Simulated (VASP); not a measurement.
# BAs (F-43m) in VASP: notebook, part 2 of 2

VASP 6.6.1. Earlier steps stand in the parts before.

**3. Electric field gradients, LDA (volume scaled by 0.98)**

Input file INCAR:

```
SYSTEM = BAs
PREC     = Accurate       ! precision mode
ENCUT    = 520            ! plane-wave cutoff, eV
EDIFF    = 1E-8           ! SCF threshold, eV
ISMEAR   = -1             ! smearing method
SIGMA    = 0.03           ! smearing width, eV
LREAL    = .FALSE.        ! projectors in reciprocal space
LASPH    = .TRUE.         ! aspherical terms in the spheres
NELM     = 60             ! most SCF steps
ALGO     = Normal         ! electronic algorithm
ISIF     = 2              ! what is computed and relaxed
LWAVE    = .FALSE.        ! write WAVECAR
LCHARG   = .FALSE.        ! write CHGCAR
LEFG     = .TRUE.       
NBANDS   = 11             ! bands
```

Input file KPOINTS:

```
regular mesh
0
G
  15 15 15
  0 0 0
```

Input file POSCAR:

```
BAs
1.0
    0.0000000000      2.3724693156      2.3724693156
    2.3724693156      0.0000000000      2.3724693156
    2.3724693156      2.3724693156      0.0000000000
B As
1 1
Direct
    0.0000000000      0.0000000000      0.0000000000
    0.7500000000      0.7500000000      0.7500000000
```

Potentials or basis: VASP PAW LDA potentials, release 64 (B, As).

Started as:

```sh
> cat potpaw_LDA.64/B/POTCAR potpaw_LDA.64/As/POTCAR > POTCAR
> mpirun -np 1 vasp_std > vasp.out
```

OUTCAR:

```text
SYSTEM = BAs
   PREC = Accurate
   ENCUT = 520
   EDIFF = 1E-8
   ISMEAR = -1
   LREAL = .FALSE.
   LASPH = .TRUE.
   NELM = 60
   ISIF = 2

 ion  position               nearest neighbor table
   1  0.000  0.000  0.000-   2 2.05   2 2.05   2 2.05   2 2.05
   2  0.750  0.750  0.750-   1 2.05   1 2.05   1 2.05   1 2.05

  LATTYP: Found a face centered cubic cell.
 ALAT       =     4.7449386312

  Lattice vectors:

 A1 = (   0.0000000000,   2.3724693156,   2.3724693156)
 A2 = (   2.3724693156,   0.0000000000,   2.3724693156)
 A3 = (   2.3724693156,   2.3724693156,   0.0000000000)

Analysis of symmetry for initial positions (statically):
=====================================================================
 Subroutine PRICEL returns:
 Original cell was already a primitive cell.

 Routine SETGRP: Setting up the symmetry group for a
 face centered cubic supercell.

 Subroutine GETGRP returns: Found 24 space group operations
 (whereof 24 operations were pure point group operations)
 out of a pool of 48 trial point group operations.

The static configuration has the point symmetry T_d .

Analysis of symmetry for dynamics (positions and initial velocities):
=====================================================================
 Subroutine PRICEL returns:
 Original cell was already a primitive cell.

 Routine SETGRP: Setting up the symmetry group for a
 face centered cubic supercell.

 Subroutine GETGRP returns: Found 24 space group operations
 (whereof 24 operations were pure point group operations)
 out of a pool of 48 trial point group operations.

The dynamic configuration has the point symmetry T_d .

 Subroutine INISYM returns: Found 24 space group operations
[... 162 lines left out ...]
      9      15.8454      0.00000
     10      19.5038      0.00000
     11      19.5038      0.00000
[... 309 lines left out ...]
 k-point    24 :       0.2000    0.1333    0.0000
  band No.  band energies     occupation
      1      -8.5118      2.00000
      2       3.5659      2.00000
      3       4.6551      2.00000
      4       4.8975      2.00000
      5       8.8592      0.00000
      6      11.5763      0.00000
      7      12.0080      0.00000
      8      12.5660      0.00000
      9      16.2731      0.00000
     10      18.1789      0.00000
     11      19.7115      0.00000

 [... further k-points ...]
[... 5 lines left out ...]
  --------------------------------------------------------------------------------------
  -------------------------------------------------------------------------------------
  Total       -0.0410125     -0.0410125     -0.0410125      0.0000000      0.0000000      0.0000000
  in kB       -2.4603383     -2.4603383     -2.4603383      0.0000000      0.0000000      0.0000000
  external PRESSURE =      -2.4603383 kB  Pullay stress =       0.0000000 kB

 VOLUME and BASIS-vectors are now :
 -----------------------------------------------------------------------------
  energy-cutoff  :      520.00
  volume of cell :       26.71
      direct lattice vectors                 reciprocal lattice vectors
     0.000000000  2.372469316  2.372469316    -0.210750882  0.210750882  0.210750882
     2.372469316  0.000000000  2.372469316     0.210750882 -0.210750882  0.210750882
     2.372469316  2.372469316  0.000000000     0.210750882  0.210750882 -0.210750882

 POSITION                                       TOTAL-FORCE (eV/Angst)
 -----------------------------------------------------------------------------------
      0.00000      0.00000      0.00000         0.000000      0.000000      0.000000
      3.55870      3.55870      3.55870        -0.000000     -0.000000     -0.000000
 -----------------------------------------------------------------------------------
    total drift:                                0.000000      0.000000      0.000000

  FREE ENERGIE OF THE ION-ELECTRON SYSTEM (eV)
  ---------------------------------------------------
  free  energy   TOTEN  =       -12.9268839185 eV

  energy  without entropy=      -12.9268839185  energy(sigma->0) =      -12.92688392

 Electric field gradients (V/A^2)
---------------------------------------------------------------------
 ion       V_xx      V_yy      V_zz      V_xy      V_xz      V_yz
---------------------------------------------------------------------
   1      -0.000    -0.000     0.000     0.000     0.000     0.000
   2      -0.000    -0.000     0.000     0.000     0.000     0.000
---------------------------------------------------------------------

 Electric field gradients after diagonalization (V/A^2)
 (convention: |V_zz| > |V_xx| > |V_yy|)
----------------------------------------------------------------------
 ion       V_xx      V_yy      V_zz     asymmetry (V_yy - V_xx)/ V_zz
----------------------------------------------------------------------
   1      -0.000    -0.000     0.000       0.000
   2      -0.000    -0.000     0.000       0.000
----------------------------------------------------------------------

           NMR quadrupolar parameters

 Cq : quadrupolar parameter    Cq=e*Q*V_zz/h
 eta: asymmetry parameters     (V_yy - V_xx)/ V_zz
 Q  : nuclear electric quadrupole moment in mb (millibarn)
----------------------------------------------------------------------
 ion       Cq(MHz)       eta       Q (mb)
----------------------------------------------------------------------
   1       0.000       0.000       1.000
   2       0.000       0.000       1.000
----------------------------------------------------------------------
```

It took 16 s on 1 thread of Intel Xeon 6975P-C (Granite Rapids), shared host; peak memory 0.16 GiB.

Results:

```yaml
Free_energy: -12.9269 eV
Pressure: -0.2 GPa
Band_gap_on_the_k_mesh: 1.10 eV, indirect (least direct gap 3.28 eV)
```

Caveat: without QUAD_EFG the Cq values of the log hold for a quadrupole moment of 1 mb, not for the nuclei.

**4. Electric field gradients, LDA (volume scaled by 0.96)**

Input file INCAR:

```
  PREC = Accurate
  ENCUT = 520
  EDIFF = 1E-8
  ISMEAR = -1
  SIGMA = 0.03
  LREAL = F
  LASPH = T
  NELM = 60
  ALGO = Normal
  ISIF = 2
  LWAVE = F
  LCHARG = F
  LEFG = T
  NBANDS = 11
```

Input file KPOINTS:

```
Automatic mesh
0
Gamma
  15 15 15
```

Input file POSCAR:

```
BAs
1.0
    0.0000000000      2.3562190158      2.3562190158
    2.3562190158      0.0000000000      2.3562190158
    2.3562190158      2.3562190158      0.0000000000
B As
1 1
Direct
    0.0000000000      0.0000000000      0.0000000000
    0.7500000000      0.7500000000      0.7500000000
```

Potentials or basis: VASP PAW LDA potentials, release 64 (B, As).

Started as:

```sh
> cat potpaw_LDA.64/B/POTCAR potpaw_LDA.64/As/POTCAR > POTCAR
> mpirun -np 1 vasp_std > vasp.out
```

OUTCAR:

```text
PREC = Accurate
   ENCUT = 520
   EDIFF = 1E-8
   ISMEAR = -1
   LREAL = F
   LASPH = T
   NELM = 60
   ISIF = 2

 ion  position               nearest neighbor table
   1  0.000  0.000  0.000-   2 2.04   2 2.04   2 2.04   2 2.04
   2  0.750  0.750  0.750-   1 2.04   1 2.04   1 2.04   1 2.04

  LATTYP: Found a face centered cubic cell.
 ALAT       =     4.7124380316

  Lattice vectors:

 A1 = (   0.0000000000,   2.3562190158,   2.3562190158)
 A2 = (   2.3562190158,   0.0000000000,   2.3562190158)
 A3 = (   2.3562190158,   2.3562190158,   0.0000000000)

Analysis of symmetry for initial positions (statically):
=====================================================================
 Subroutine PRICEL returns:
 Original cell was already a primitive cell.

 Routine SETGRP: Setting up the symmetry group for a
 face centered cubic supercell.

 Subroutine GETGRP returns: Found 24 space group operations
 (whereof 24 operations were pure point group operations)
[... 524 lines left out ...]
     0.000000000  2.356219016  2.356219016    -0.212204382  0.212204382  0.212204382
     2.356219016  0.000000000  2.356219016     0.212204382 -0.212204382  0.212204382
     2.356219016  2.356219016  0.000000000     0.212204382  0.212204382 -0.212204382

 POSITION                                       TOTAL-FORCE (eV/Angst)
 -----------------------------------------------------------------------------------
      0.00000      0.00000      0.00000         0.000000      0.000000     -0.000000
      3.53433      3.53433      3.53433        -0.000000     -0.000000      0.000000
 -----------------------------------------------------------------------------------
    total drift:                                0.000000      0.000000      0.000000

  FREE ENERGIE OF THE ION-ELECTRON SYSTEM (eV)
  ---------------------------------------------------
  free  energy   TOTEN  =       -12.9222998489 eV

  energy  without entropy=      -12.9222998489  energy(sigma->0) =      -12.92229985

 Electric field gradients (V/A^2)
---------------------------------------------------------------------
 ion       V_xx      V_yy      V_zz      V_xy      V_xz      V_yz
---------------------------------------------------------------------
   1      -0.000    -0.000     0.000     0.000     0.000     0.000
   2       0.000     0.000     0.000     0.000     0.000     0.000
---------------------------------------------------------------------

 Electric field gradients after diagonalization (V/A^2)
 (convention: |V_zz| > |V_xx| > |V_yy|)
----------------------------------------------------------------------
 ion       V_xx      V_yy      V_zz     asymmetry (V_yy - V_xx)/ V_zz
----------------------------------------------------------------------
   1      -0.000    -0.000     0.000       0.000
   2      -0.000    -0.000     0.000       0.000
----------------------------------------------------------------------

           NMR quadrupolar parameters

 Cq : quadrupolar parameter    Cq=e*Q*V_zz/h
 eta: asymmetry parameters     (V_yy - V_xx)/ V_zz
 Q  : nuclear electric quadrupole moment in mb (millibarn)
----------------------------------------------------------------------
 ion       Cq(MHz)       eta       Q (mb)
----------------------------------------------------------------------
   1       0.000       0.000       1.000
   2       0.000       0.000       1.000
----------------------------------------------------------------------
```

OSZICAR:

```text
N       E                     dE             d eps       ncg     rms          rms(c)
DAV:   1     0.112037476871E+02    0.11204E+02   -0.37959E+03  2640   0.641E+02
DAV:   2    -0.129752985806E+02   -0.24179E+02   -0.22852E+02  3447   0.107E+02
DAV:   3    -0.137322568693E+02   -0.75696E+00   -0.75528E+00  3241   0.173E+01
DAV:   4    -0.137345619029E+02   -0.23050E-02   -0.23049E-02  2929   0.103E+00
DAV:   5    -0.137345653512E+02   -0.34483E-05   -0.34483E-05  3151   0.433E-02    0.532E+00
DAV:   6    -0.130267577587E+02    0.70781E+00   -0.18257E+00  2844   0.554E+00    0.250E+00
DAV:   7    -0.129360224769E+02    0.90735E-01   -0.22619E-01  3130   0.236E+00    0.917E-01
DAV:   8    -0.129222668369E+02    0.13756E-01   -0.24341E-02  3003   0.831E-01    0.102E-01
DAV:   9    -0.129222936878E+02   -0.26851E-04   -0.77612E-04  3020   0.173E-01    0.614E-02
DAV:  10    -0.129222984794E+02   -0.47916E-05   -0.76370E-05  2802   0.495E-02    0.134E-02
DAV:  11    -0.129222999982E+02   -0.15188E-05   -0.20965E-06  3180   0.886E-03    0.132E-02
DAV:  12    -0.129222998483E+02    0.14986E-06   -0.81734E-07  2871   0.379E-03    0.362E-03
DAV:  13    -0.129222998489E+02   -0.59157E-09   -0.31678E-08  3081   0.120E-03
   1 F= -.12922300E+02 E0= -.12922300E+02  d E =-.460318E-10
```

Run time: 17 s. Hardware: 1 thread of Intel Xeon 6975P-C (Granite Rapids), shared host; peak memory 0.16 GiB.

Results:

* Free energy: -12.9223 eV
* Pressure: 2.9 GPa
* Band gap on the k mesh: 1.09 eV, indirect (least direct gap 3.30 eV)

Caveat: without QUAD_EFG the Cq values of the log hold for a quadrupole moment of 1 mb, not for the nuclei. A k mesh can miss the band edges.

**5. Electric field gradients, LDA (volume scaled by 0.99)**

Input file INCAR:

```
SYSTEM = BAs
PREC = Accurate
ENCUT = 520
EDIFF = 1E-8
ISMEAR = -1
SIGMA = 0.03
LREAL = .FALSE.
LASPH = .TRUE.
NELM = 80
ALGO = Normal
ISIF = 2
LWAVE = .FALSE.
LCHARG = .FALSE.
LEFG = .TRUE.
NBANDS = 11
```

Input file KPOINTS:

```
regular mesh
0
G
  15 15 15
  0 0 0
```

Input file POSCAR:

```
BAs
1.0
    0.0000000000      2.3805116460      2.3805116460
    2.3805116460      0.0000000000      2.3805116460
    2.3805116460      2.3805116460      0.0000000000
B As
1 1
Direct
    0.0000000000      0.0000000000      0.0000000000
    0.7500000000      0.7500000000      0.7500000000
```

Potentials or basis: VASP PAW LDA potentials, release 64 (B, As).

Started as:

```sh
> cat potpaw_LDA.64/B/POTCAR potpaw_LDA.64/As/POTCAR > POTCAR
> mpirun -np 1 vasp_std > vasp.out
```

OUTCAR:

```text
SYSTEM = BAs
   PREC = Accurate
   ENCUT = 520
   EDIFF = 1E-8
   ISMEAR = -1
   LREAL = .FALSE.
   LASPH = .TRUE.
   NELM = 80
   ISIF = 2

 ion  position               nearest neighbor table
   1  0.000  0.000  0.000-   2 2.06   2 2.06   2 2.06   2 2.06
   2  0.750  0.750  0.750-   1 2.06   1 2.06   1 2.06   1 2.06

  LATTYP: Found a face centered cubic cell.
 ALAT       =     4.7610232920

  Lattice vectors:

 A1 = (   0.0000000000,   2.3805116460,   2.3805116460)
 A2 = (   2.3805116460,   0.0000000000,   2.3805116460)
 A3 = (   2.3805116460,   2.3805116460,   0.0000000000)

Analysis of symmetry for initial positions (statically):
=====================================================================
 Subroutine PRICEL returns:
 Original cell was already a primitive cell.

 Routine SETGRP: Setting up the symmetry group for a
 face centered cubic supercell.

 Subroutine GETGRP returns: Found 24 space group operations
 (whereof 24 operations were pure point group operations)
 out of a pool of 48 trial point group operations.

The static configuration has the point symmetry T_d .

Analysis of symmetry for dynamics (positions and initial velocities):
=====================================================================
 Subroutine PRICEL returns:
 Original cell was already a primitive cell.

 Routine SETGRP: Setting up the symmetry group for a
 face centered cubic supercell.

 Subroutine GETGRP returns: Found 24 space group operations
 (whereof 24 operations were pure point group operations)
 out of a pool of 48 trial point group operations.

The dynamic configuration has the point symmetry T_d .

 Subroutine INISYM returns: Found 24 space group operations
[... 162 lines left out ...]
      9      15.6777      0.00000
     10      19.3452      0.00000
     11      19.3452      0.00000
[... 309 lines left out ...]
 k-point    24 :       0.2000    0.1333    0.0000
  band No.  band energies     occupation
      1      -8.5409      2.00000
      2       3.4590      2.00000
      3       4.5587      2.00000
      4       4.7906      2.00000
      5       8.7374      0.00000
      6      11.4035      0.00000
      7      11.8542      0.00000
      8      12.3975      0.00000
      9      16.1083      0.00000
     10      17.9836      0.00000
     11      19.5539      0.00000

 [... further k-points ...]
[... 5 lines left out ...]
  --------------------------------------------------------------------------------------
  -------------------------------------------------------------------------------------
  Total       -0.2867259     -0.2867259     -0.2867259     -0.0000000     -0.0000000     -0.0000000
  in kB      -17.0269362    -17.0269362    -17.0269362     -0.0000000     -0.0000000     -0.0000000
  external PRESSURE =     -17.0269362 kB  Pullay stress =       0.0000000 kB

 VOLUME and BASIS-vectors are now :
 -----------------------------------------------------------------------------
  energy-cutoff  :      520.00
  volume of cell :       26.98
      direct lattice vectors                 reciprocal lattice vectors
     0.000000000  2.380511646  2.380511646    -0.210038880  0.210038880  0.210038880
     2.380511646  0.000000000  2.380511646     0.210038880 -0.210038880  0.210038880
     2.380511646  2.380511646  0.000000000     0.210038880  0.210038880 -0.210038880

 POSITION                                       TOTAL-FORCE (eV/Angst)
 -----------------------------------------------------------------------------------
      0.00000      0.00000      0.00000        -0.000000     -0.000000     -0.000000
      3.57077      3.57077      3.57077         0.000000      0.000000      0.000000
 -----------------------------------------------------------------------------------
    total drift:                                0.000000      0.000000      0.000000

  FREE ENERGIE OF THE ION-ELECTRON SYSTEM (eV)
  ---------------------------------------------------
  free  energy   TOTEN  =       -12.9252878080 eV

  energy  without entropy=      -12.9252878080  energy(sigma->0) =      -12.92528781

 Electric field gradients (V/A^2)
---------------------------------------------------------------------
 ion       V_xx      V_yy      V_zz      V_xy      V_xz      V_yz
---------------------------------------------------------------------
   1      -0.000     0.000     0.000     0.000     0.000     0.000
   2       0.000    -0.000     0.000     0.000     0.000     0.000
---------------------------------------------------------------------

 Electric field gradients after diagonalization (V/A^2)
 (convention: |V_zz| > |V_xx| > |V_yy|)
----------------------------------------------------------------------
 ion       V_xx      V_yy      V_zz     asymmetry (V_yy - V_xx)/ V_zz
----------------------------------------------------------------------
   1      -0.000    -0.000     0.000       0.000
   2      -0.000    -0.000     0.000       0.000
----------------------------------------------------------------------

           NMR quadrupolar parameters

 Cq : quadrupolar parameter    Cq=e*Q*V_zz/h
 eta: asymmetry parameters     (V_yy - V_xx)/ V_zz
 Q  : nuclear electric quadrupole moment in mb (millibarn)
----------------------------------------------------------------------
 ion       Cq(MHz)       eta       Q (mb)
----------------------------------------------------------------------
   1       0.000       0.000       1.000
   2       0.000       0.000       1.000
----------------------------------------------------------------------
```

Run time: 16 s. Hardware: 1 thread of Intel Xeon 6975P-C (Granite Rapids), shared host; peak memory 0.16 GiB.

Results:

```
Free energy            : -12.9253 eV
Pressure               : -1.7 GPa
Band gap on the k mesh : 1.11 eV, indirect (least direct gap 3.26 eV)
```

Levels at points of the mesh, in eV from the valence-band top:
```tsv
k point	band 1	band 2	band 3	band 4	band 5	band 6	band 7	band 8
(0.00, 0.00, 0.00)	-15.47	0.00	0.00	0.00	3.26	3.26	3.26	4.82
```

Caveat: without QUAD_EFG the Cq values of the log hold for a quadrupole moment of 1 mb, not for the nuclei. A k mesh can miss the band edges.

**6. Overview**

| cell | gap on the mesh (eV) | pressure (GPa) |
| --- | --- | --- |
| a = 3.355 Å, angles 60.0°, 2 atoms | 1.10 | -0.2 |
| a = 3.332 Å, angles 60.0°, 2 atoms | 1.09 | 2.9 |
| a = 3.367 Å, angles 60.0°, 2 atoms | 1.11 | -1.7 |

Alike in all rows: task electric field gradients; level LDA; potentials or basis VASP PAW LDA potentials, release 64 (B, As); no spin polarisation; k mesh 15 × 15 × 15; cutoff (eV) 520; smearing fermi-dirac 0.03 eV.

Absolute energies hang on the potentials; compare differences alone.
